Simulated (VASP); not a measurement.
# Ag (P6_3/mmc) in VASP: notebook, part 2 of 2

VASP 6.6.1. The steps go on from the part before.

### Step 3. Single point, PBEsol (volume scaled by 0.96)

INCAR reads:

```
ALGO = Normal
EDIFF = 1E-6
ENCUT = 520
GGA = PS
ISIF = 2
ISMEAR = -1
LASPH = True
LCHARG = False
LREAL = False
LWAVE = False
NBANDS = 18
NELM = 100
PREC = Accurate
SIGMA = 0.1
```

KPOINTS reads:

```
k-points
0
Gamma
  14 14 8
```

POSCAR reads:

```
Ag
1.0
    2.8378547838      0.0000000000      0.0000000000
   -1.4189273919      2.4576543350      0.0000000000
    0.0000000000      0.0000000000      4.6019870498
Ag
2
Direct
    0.3333333333      0.6666666667      0.2500000000
    0.6666666667      0.3333333333      0.7500000000
```

Potentials or basis: VASP PAW PBE potentials, release 64 (Ag).

The run is started by

```
> cat potpaw_PBE.64/Ag/POTCAR > POTCAR
> mpirun -np 1 vasp_std > vasp.out
```

OUTCAR:

```text
EDIFF = 1E-6
   ENCUT = 520
   GGA = PS
   ISIF = 2
   ISMEAR = -1
   LASPH = True
   LREAL = False
   NELM = 100
   PREC = Accurate

 ion  position               nearest neighbor table
   1  0.333  0.667  0.250-   2 2.82   2 2.82   2 2.82   2 2.82   2 2.82   2 2.82
   2  0.667  0.333  0.750-   1 2.82   1 2.82   1 2.82   1 2.82   1 2.82   1 2.82

  LATTYP: Found a hexagonal cell.
 ALAT       =     2.8378547838
 C/A-ratio  =     1.6216428959

  Lattice vectors:

[... 690 lines left out ...]

 [... further k-points ...]

------------------------ aborting loop because EDIFF is reached ----------------------------------------

  FORCE on cell =-STRESS in cart. coord.  units (eV):
  Direction    XX          YY          ZZ          XY          YZ          ZX
  --------------------------------------------------------------------------------------
  -------------------------------------------------------------------------------------
  Total        0.9306094      0.9306094      1.1545420      0.0000000     -0.0000000      0.0000000
  in kB       46.4538450     46.4538450     57.6320348      0.0000000     -0.0000000      0.0000000
  external PRESSURE =      50.1799083 kB  Pullay stress =       0.0000000 kB

 VOLUME and BASIS-vectors are now :
 -----------------------------------------------------------------------------
  energy-cutoff  :      520.00
  volume of cell :       32.10
      direct lattice vectors                 reciprocal lattice vectors
     2.837854784  0.000000000  0.000000000     0.352378848  0.203446023  0.000000000
    -1.418927392  2.457654335  0.000000000     0.000000000  0.406892046  0.000000000
     0.000000000  0.000000000  4.601987050     0.000000000  0.000000000  0.217297439

 POSITION                                       TOTAL-FORCE (eV/Angst)
 -----------------------------------------------------------------------------------
     -0.00000      1.63844      1.15050        -0.000000     -0.000000      0.000000
      1.41893      0.81922      3.45149         0.000000      0.000000      0.000000
 -----------------------------------------------------------------------------------
    total drift:                                0.000000     -0.000000      0.000000

  FREE ENERGIE OF THE ION-ELECTRON SYSTEM (eV)
  ---------------------------------------------------
  free  energy   TOTEN  =        -6.5924714393 eV

  energy  without entropy=       -6.5722690910  energy(sigma->0) =       -6.58237027
```

OSZICAR:

```text
N       E                     dE             d eps       ncg     rms          rms(c)
DAV:   1     0.124968244422E+03    0.12497E+03   -0.11816E+04  4320   0.123E+03
DAV:   2    -0.519964335863E+01   -0.13017E+03   -0.12376E+03  4470   0.272E+02
DAV:   3    -0.732090107286E+01   -0.21213E+01   -0.21132E+01  5016   0.391E+01
DAV:   4    -0.732720110007E+01   -0.63000E-02   -0.62995E-02  4788   0.208E+00
DAV:   5    -0.732724950697E+01   -0.48407E-04   -0.48408E-04  4708   0.194E-01    0.922E+00
DAV:   6    -0.662671222835E+01    0.70054E+00   -0.16157E+00  4430   0.139E+01    0.543E+00
DAV:   7    -0.660112412916E+01    0.25588E-01   -0.22335E-02  4734   0.147E+00    0.293E+00
DAV:   8    -0.659245352328E+01    0.86706E-02   -0.14349E-03  4458   0.309E-01    0.166E-01
DAV:   9    -0.659246542036E+01   -0.11897E-04   -0.16691E-05  5012   0.316E-02    0.193E-02
DAV:  10    -0.659247223923E+01   -0.68189E-05   -0.32657E-06  4562   0.171E-02    0.116E-02
DAV:  11    -0.659247143931E+01    0.79992E-06   -0.79166E-08  2350   0.236E-03
   1 F= -.65924714E+01 E0= -.65823703E+01  d E =-.202023E-01
```

stdout:

```text
POSCAR found type information on POSCAR Ag
 POSCAR found :  1 types and       2 ions
 scaLAPACK will be used
 -----------------------------------------------------------------------------
|                                                                             |
|                                                                             |
|     You enforced a specific xc type in the INCAR file but a different       |
|     I HOPE YOU KNOW WHAT YOU ARE DOING!                                     |
|                                                                             |
 -----------------------------------------------------------------------------

 LDA part: xc-table for (Slater+PW92), standard interpolation
 POSCAR, INCAR and KPOINTS ok, starting setup
 FFT: planning ... GRIDC
 FFT: planning ... GRID_SOFT
 FFT: planning ... GRID
 WAVECAR not read
 entering main loop
```

It took 32 s on 1 thread of Intel Xeon 6975P-C, shared host; peak memory 0.19 GiB.

Results:

```
Free energy            : -6.5925 eV
Pressure               : 5.0 GPa
Band gap on the k mesh : zero (band 11 reaches 12.87 eV, above the bottom of band 12 at 5.65 eV)
```

Stress tensor (GPa, compression positive):
```
4.65 0.00 0.00
0.00 4.65 0.00
0.00 0.00 5.76
```

Caveat: the PAW data sets were made with another functional, which shifts forces and pressure a little.
